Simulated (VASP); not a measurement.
# Pd (C2/m) in VASP: a series of runs, part 2 of 2

VASP 6.6.1.

**4. Electric field gradients, PBEsol (shortest bond scaled by 0.7)**

File INCAR:

```
PREC = Accurate
ENCUT = 520
EDIFF = 1E-8
ISMEAR = -1
SIGMA = 0.05
LREAL = False
LASPH = True
NELM = 80
ALGO = Normal
ISIF = 2
LWAVE = False
LCHARG = False
GGA = PS
LEFG = True
NBANDS = 17
```

File KPOINTS:

```
Automatic mesh
0
Gamma
  12 12 7
```

File POSCAR:

```
Pd
1.0
    2.7983685316      0.0000000000      0.0000000000
   -1.3991842658      2.4234582375      0.0000000000
    0.0000000000      0.0000000000      4.5333570212
Pd
2
Direct
    0.2333333333      0.6166666667      0.1750000000
    0.7666666667      0.3833333333      0.8250000000
```

Potentials or basis: VASP PAW PBE potentials, release 64 (Pd).

Started as:

```bash
cat potpaw_PBE.64/Pd/POTCAR > POTCAR
mpirun -np 1 vasp_std > vasp.out
```

OUTCAR:

```text
PREC = Accurate
   ENCUT = 520
   EDIFF = 1E-8
   ISMEAR = -1
   LREAL = False
   LASPH = True
   NELM = 80
   ISIF = 2
   GGA = PS

 ion  position               nearest neighbor table
   1  0.233  0.617  0.175-   2 1.95   2 2.48   2 2.48   2 3.16   2 3.41   2 3.41
   2  0.767  0.383  0.825-   1 1.95   1 2.48   1 2.48   1 3.16   1 3.41   1 3.41

  LATTYP: Found a hexagonal cell.
 ALAT       =     2.7983685316
 C/A-ratio  =     1.6200000000

  Lattice vectors:

 A1 = (   2.7983685316,   0.0000000000,   0.0000000000)
 A2 = (  -1.3991842658,   2.4234582375,   0.0000000000)
 A3 = (   0.0000000000,   0.0000000000,   4.5333570212)

Analysis of symmetry for initial positions (statically):
=====================================================================
 Subroutine PRICEL returns:
 Original cell was already a primitive cell.

 Routine SETGRP: Setting up the symmetry group for a
[... 669 lines left out ...]
  energy-cutoff  :      520.00
  volume of cell :       30.74
      direct lattice vectors                 reciprocal lattice vectors
     2.798368532  0.000000000  0.000000000     0.357351074  0.206316739  0.000000000
    -1.399184266  2.423458237  0.000000000     0.000000000  0.412633477  0.000000000
     0.000000000  0.000000000  4.533357021     0.000000000  0.000000000  0.220587083

 POSITION                                       TOTAL-FORCE (eV/Angst)
 -----------------------------------------------------------------------------------
     -0.20988      1.49447      0.79334         5.986070      3.456059     14.263298
      1.60906      0.92899      3.74002        -5.986070     -3.456059    -14.263298
 -----------------------------------------------------------------------------------
    total drift:                               -0.000000      0.000000     -0.000000

  FREE ENERGIE OF THE ION-ELECTRON SYSTEM (eV)
  ---------------------------------------------------
  free  energy   TOTEN  =        -7.8558566074 eV

  energy  without entropy=       -7.8369572724  energy(sigma->0) =       -7.84640694

 Electric field gradients (V/A^2)
---------------------------------------------------------------------
 ion       V_xx      V_yy      V_zz      V_xy      V_xz      V_yz
---------------------------------------------------------------------
   1      -6.343   -40.854    47.197    29.886    81.141    46.847
   2      -6.343   -40.854    47.197    29.886    81.141    46.847
---------------------------------------------------------------------

 Electric field gradients after diagonalization (V/A^2)
 (convention: |V_zz| > |V_xx| > |V_yy|)
----------------------------------------------------------------------
 ion       V_xx      V_yy      V_zz     asymmetry (V_yy - V_xx)/ V_zz
----------------------------------------------------------------------
   1     -66.380   -58.108   124.488       0.066
   2     -66.380   -58.108   124.488       0.066
----------------------------------------------------------------------

           NMR quadrupolar parameters

 Cq : quadrupolar parameter    Cq=e*Q*V_zz/h
 eta: asymmetry parameters     (V_yy - V_xx)/ V_zz
 Q  : nuclear electric quadrupole moment in mb (millibarn)
----------------------------------------------------------------------
 ion       Cq(MHz)       eta       Q (mb)
----------------------------------------------------------------------
   1       0.301       0.066       1.000
   2       0.301       0.066       1.000
----------------------------------------------------------------------
```

OSZICAR:

```text
N       E                     dE             d eps       ncg     rms          rms(c)
DAV:   1     0.115401740717E+03    0.11540E+03   -0.10571E+04  9426   0.116E+03
DAV:   2    -0.649662144736E+01   -0.12190E+03   -0.11525E+03  9845   0.260E+02
DAV:   3    -0.852719343164E+01   -0.20306E+01   -0.20202E+01 11592   0.375E+01
DAV:   4    -0.854304624176E+01   -0.15853E-01   -0.15851E-01 11248   0.305E+00
DAV:   5    -0.854335395783E+01   -0.30772E-03   -0.30771E-03 11478   0.461E-01    0.230E+01
DAV:   6    -0.795844148581E+01    0.58491E+00   -0.93894E-01 10397   0.905E+00    0.127E+01
DAV:   7    -0.786350875432E+01    0.94933E-01   -0.20427E-01 10199   0.294E+00    0.269E+00
DAV:   8    -0.785647989321E+01    0.70289E-02   -0.14476E-02 10090   0.850E-01    0.457E-01
DAV:   9    -0.785588171499E+01    0.59818E-03   -0.27833E-03 11139   0.378E-01    0.747E-02
DAV:  10    -0.785585539109E+01    0.26324E-04   -0.10995E-04 10944   0.822E-02    0.200E-02
DAV:  11    -0.785585689997E+01   -0.15089E-05   -0.37834E-06 11329   0.159E-02    0.414E-03
DAV:  12    -0.785585672087E+01    0.17911E-06   -0.17096E-07 11083   0.326E-03    0.133E-03
DAV:  13    -0.785585661086E+01    0.11000E-06   -0.88943E-09  8225   0.824E-04    0.302E-04
DAV:  14    -0.785585660735E+01    0.35097E-08   -0.11580E-09  5206   0.292E-04
   1 F= -.78558566E+01 E0= -.78464069E+01  d E =-.188993E-01
```

Run time: 46 s. Hardware: 1 thread of Intel Xeon 6975P-C (Granite Rapids), shared host; peak memory 0.24 GiB.

What came out:

- Free energy: -7.8559 eV
- Pressure: 58.5 GPa
- Largest force: 15.850 eV/Å
- Band gap on the k mesh: zero (bands 10 and 11 overlap by 0.90 eV)
- Largest electric field gradient by atom: Pd +124.5 V/Å²

Forces in eV/Å, atoms in the order of the input:
```
Pd    5.986   3.456  14.263
Pd   -5.986  -3.456 -14.263
```

Levels at points of the mesh, in eV from the Fermi level:
| k point | band 7 | band 8 | band 9 | band 10 | band 11 | band 12 | band 13 | band 14 |
| --- | --- | --- | --- | --- | --- | --- | --- | --- |
| (0.00, 0.00, 0.00) | -2.81 | -1.90 | -0.93 | -0.60 | 0.33 | 2.23 | 4.59 | 15.74 |
| (0.50, 0.00, 0.00) | -2.41 | -1.83 | -0.47 | -0.06 | 1.94 | 3.46 | 7.57 | 8.59 |
| (0.00, 0.50, 0.00) | -1.41 | -1.24 | -0.73 | 0.10 | 1.21 | 4.56 | 7.12 | 10.42 |

Electric field gradients, principal values (V/Å²):
```
atom    least   middle  greatest (by size)
1 Pd  -58.108  -66.380             124.488
2 Pd  -58.108  -66.380             124.488
```

Caveat: the cell differs from its parent crystal (shortest bond scaled by 0.7); the stress differs along the axes, from 25 to 100 GPa; without QUAD_EFG the Cq values of the log hold for a quadrupole moment of 1 mb, not for the nuclei; the PAW data sets were made with another functional, which shifts forces and pressure a little.

**5. Electric field gradients, PBEsol (shortest bond scaled by 0.7)**

File INCAR:

```
SYSTEM = Pd
PREC     = Accurate       ! precision mode
ENCUT    = 520            ! plane-wave cutoff, eV
EDIFF    = 1E-8           ! SCF threshold, eV
ISMEAR   = -1             ! smearing method
SIGMA    = 0.05           ! smearing width, eV
LREAL    = .FALSE.        ! projectors in reciprocal space
LASPH    = .TRUE.         ! aspherical terms in the spheres
NELM     = 80             ! most SCF steps
ALGO     = Normal         ! electronic algorithm
ISIF     = 2              ! what is computed and relaxed
LWAVE    = .FALSE.        ! write WAVECAR
LCHARG   = .FALSE.        ! write CHGCAR
GGA      = PS             ! functional
LEFG     = .TRUE.       
NBANDS   = 17             ! bands
```

File KPOINTS:

```
regular mesh
0
G
  12 12 7
  0 0 0
```

POSCAR is that of step 4.

Potentials or basis: VASP PAW PBE potentials, release 64 (Pd).

Started as:

```bash
cat potpaw_PBE.64/Pd/POTCAR > POTCAR
mpirun -np 1 vasp_std > vasp.out
```

OUTCAR:

```text
SYSTEM = Pd
   PREC = Accurate
   ENCUT = 520
   EDIFF = 1E-8
   ISMEAR = -1
   LREAL = .FALSE.
   LASPH = .TRUE.
   NELM = 80
   ISIF = 2
   GGA = PS

 ion  position               nearest neighbor table
   1  0.233  0.617  0.175-   2 1.95   2 2.48   2 2.48   2 3.16   2 3.41   2 3.41
   2  0.767  0.383  0.825-   1 1.95   1 2.48   1 2.48   1 3.16   1 3.41   1 3.41

  LATTYP: Found a hexagonal cell.
 ALAT       =     2.7983685316
 C/A-ratio  =     1.6200000000

  Lattice vectors:

 A1 = (   2.7983685316,   0.0000000000,   0.0000000000)
 A2 = (  -1.3991842658,   2.4234582375,   0.0000000000)
 A3 = (   0.0000000000,   0.0000000000,   4.5333570212)

Analysis of symmetry for initial positions (statically):
=====================================================================
 Subroutine PRICEL returns:
 Original cell was already a primitive cell.

 Routine SETGRP: Setting up the symmetry group for a
 hexagonal supercell.

 Subroutine GETGRP returns: Found  4 space group operations
 (whereof  4 operations were pure point group operations)
 out of a pool of 24 trial point group operations.

The static configuration has the point symmetry C_2h.

Analysis of symmetry for dynamics (positions and initial velocities):
=====================================================================
 Subroutine PRICEL returns:
 Original cell was already a primitive cell.

 Routine SETGRP: Setting up the symmetry group for a
 hexagonal supercell.

 Subroutine GETGRP returns: Found  4 space group operations
 (whereof  4 operations were pure point group operations)
 out of a pool of 24 trial point group operations.

[... 159 lines left out ...]
      3       3.4751      2.00000
      4       4.4825      2.00000
      5       5.2048      2.00000
      6       5.9381      2.00000
[... 457 lines left out ...]
      4       3.9172      2.00000
      5       6.5957      2.00000
      6       7.1416      2.00000
[... 9 lines left out ...]
     16      24.4178      0.00000
     17      25.2335      0.00000

 [... further k-points ...]

------------------------ aborting loop because EDIFF is reached ----------------------------------------

  FORCE on cell =-STRESS in cart. coord.  units (eV):
  Direction    XX          YY          ZZ          XY          YZ          ZX
  --------------------------------------------------------------------------------------
  -------------------------------------------------------------------------------------
  Total        9.8171119      4.7220031     19.1189820      4.4124936      5.4591730      9.4555600
  in kB      511.6040261    246.0800934    996.3569951    229.9504710    284.4965928    492.7622901
  external PRESSURE =     584.6803716 kB  Pullay stress =       0.0000000 kB

 VOLUME and BASIS-vectors are now :
 -----------------------------------------------------------------------------
  energy-cutoff  :      520.00
  volume of cell :       30.74
      direct lattice vectors                 reciprocal lattice vectors
     2.798368532  0.000000000  0.000000000     0.357351074  0.206316739  0.000000000
    -1.399184266  2.423458237  0.000000000     0.000000000  0.412633477  0.000000000
     0.000000000  0.000000000  4.533357021     0.000000000  0.000000000  0.220587083

 POSITION                                       TOTAL-FORCE (eV/Angst)
 -----------------------------------------------------------------------------------
     -0.20988      1.49447      0.79334         5.986070      3.456059     14.263298
      1.60906      0.92899      3.74002        -5.986070     -3.456059    -14.263298
 -----------------------------------------------------------------------------------
    total drift:                               -0.000000      0.000000     -0.000000

  FREE ENERGIE OF THE ION-ELECTRON SYSTEM (eV)
  ---------------------------------------------------
  free  energy   TOTEN  =        -7.8558566074 eV

  energy  without entropy=       -7.8369572724  energy(sigma->0) =       -7.84640694

 Electric field gradients (V/A^2)
---------------------------------------------------------------------
 ion       V_xx      V_yy      V_zz      V_xy      V_xz      V_yz
---------------------------------------------------------------------
   1      -6.343   -40.854    47.197    29.886    81.141    46.847
   2      -6.343   -40.854    47.197    29.886    81.141    46.847
---------------------------------------------------------------------

 Electric field gradients after diagonalization (V/A^2)
 (convention: |V_zz| > |V_xx| > |V_yy|)
----------------------------------------------------------------------
 ion       V_xx      V_yy      V_zz     asymmetry (V_yy - V_xx)/ V_zz
----------------------------------------------------------------------
   1     -66.380   -58.108   124.488       0.066
   2     -66.380   -58.108   124.488       0.066
----------------------------------------------------------------------

           NMR quadrupolar parameters

 Cq : quadrupolar parameter    Cq=e*Q*V_zz/h
 eta: asymmetry parameters     (V_yy - V_xx)/ V_zz
 Q  : nuclear electric quadrupole moment in mb (millibarn)
----------------------------------------------------------------------
 ion       Cq(MHz)       eta       Q (mb)
----------------------------------------------------------------------
   1       0.301       0.066       1.000
   2       0.301       0.066       1.000
----------------------------------------------------------------------
```

OSZICAR:

```text
N       E                     dE             d eps       ncg     rms          rms(c)
DAV:   1     0.115401740717E+03    0.11540E+03   -0.10571E+04  9426   0.116E+03
DAV:   2    -0.649662144736E+01   -0.12190E+03   -0.11525E+03  9845   0.260E+02
DAV:   3    -0.852719343164E+01   -0.20306E+01   -0.20202E+01 11592   0.375E+01
DAV:   4    -0.854304624176E+01   -0.15853E-01   -0.15851E-01 11248   0.305E+00
DAV:   5    -0.854335395783E+01   -0.30772E-03   -0.30771E-03 11478   0.461E-01    0.230E+01
DAV:   6    -0.795844148581E+01    0.58491E+00   -0.93894E-01 10397   0.905E+00    0.127E+01
DAV:   7    -0.786350875432E+01    0.94933E-01   -0.20427E-01 10199   0.294E+00    0.269E+00
DAV:   8    -0.785647989321E+01    0.70289E-02   -0.14476E-02 10090   0.850E-01    0.457E-01
DAV:   9    -0.785588171499E+01    0.59818E-03   -0.27833E-03 11139   0.378E-01    0.747E-02
DAV:  10    -0.785585539109E+01    0.26324E-04   -0.10995E-04 10944   0.822E-02    0.200E-02
DAV:  11    -0.785585689997E+01   -0.15089E-05   -0.37834E-06 11329   0.159E-02    0.414E-03
DAV:  12    -0.785585672087E+01    0.17911E-06   -0.17096E-07 11083   0.326E-03    0.133E-03
DAV:  13    -0.785585661086E+01    0.11000E-06   -0.88943E-09  8225   0.824E-04    0.302E-04
DAV:  14    -0.785585660735E+01    0.35097E-08   -0.11580E-09  5206   0.292E-04
   1 F= -.78558566E+01 E0= -.78464069E+01  d E =-.188993E-01
```

stdout:

```text
POSCAR found type information on POSCAR Pd
 POSCAR found :  1 types and       2 ions
 scaLAPACK will be used
 -----------------------------------------------------------------------------
[... 27 lines left out ...]
     0.0000758    -3.0933539    -3.3935932    -2.5833668    -5.8778758    -1.7859487
     0.0001045    -3.0933539    -3.3935931    -2.5833667    -5.8778757    -1.7859487
     0.0001438    -3.0933537    -3.3935930    -2.5833666    -5.8778754    -1.7859486

     0.0000551   -26.4134012   -41.6229103   -35.7085033   -72.0929955   -15.2497843
     0.0000758   -26.4139520   -41.6224365   -35.7075403   -72.0921747   -15.2501023
     0.0001045   -26.4147921   -41.6216166   -35.7059120   -72.0907546   -15.2505873
     0.0001438   -26.4160633   -41.6202086   -35.7031738   -72.0883159   -15.2513212
```

It took 43 s on 1 thread of Intel Xeon 6975P-C (Granite Rapids), shared host; peak memory 0.25 GiB.

Results:

```
Free energy                             : -7.8559 eV
Pressure                                : 58.5 GPa
Largest force                           : 15.850 eV/Å
Band gap on the k mesh                  : zero (bands 10 and 11 overlap by 0.90 eV)
Largest electric field gradient by atom : Pd +124.5 V/Å²
```

Forces in eV/Å, atoms in the order of the input:
```
Pd    5.986   3.456  14.263
Pd   -5.986  -3.456 -14.263
```

Stress tensor (GPa, compression positive):
```
51.16 23.00 49.28
23.00 24.61 28.45
49.28 28.45 99.64
```

Electric field gradients, principal values (V/Å²):
```csv
atom,least,middle,greatest (by size)
1 Pd,-58.108,-66.380,124.488
2 Pd,-58.108,-66.380,124.488
```

Caveat: the cell differs from its parent crystal (shortest bond scaled by 0.7); the stress differs along the axes, from 25 to 100 GPa; without QUAD_EFG the Cq values of the log hold for a quadrupole moment of 1 mb, not for the nuclei; the PAW data sets were made with another functional, which shifts forces and pressure a little.

**6. Overview**

```csv
cell,gap on the mesh (eV),pressure (GPa),largest force (eV/Å)
"as given, shortest bond scaled by 0.82",none,11.6,4.81
"as given, shortest bond scaled by 0.76",none,30.7,8.87
"as given, shortest bond scaled by 0.7",none,58.5,15.85
```

Some of these runs hold the atoms at other places in the same cell, which the table doesn't show; runs alike in all that it shows share one row.

Alike in all rows: task electric field gradients; level PBEsol; potentials or basis VASP PAW PBE potentials, release 64 (Pd); no spin polarisation; k mesh 12 × 12 × 7; cutoff (eV) 520; smearing fermi-dirac 0.05 eV.

Caveats: the PAW data sets were made with another functional, which shifts forces and pressure a little; the stress differs along the axes, from 1 to 23 GPa (at least some runs); the stress differs along the axes, from 11 to 54 GPa (at least some runs); the stress differs along the axes, from 25 to 100 GPa (at least some runs).

Total energies depend on the potentials used, so only differences within one code and one set of settings carry meaning.
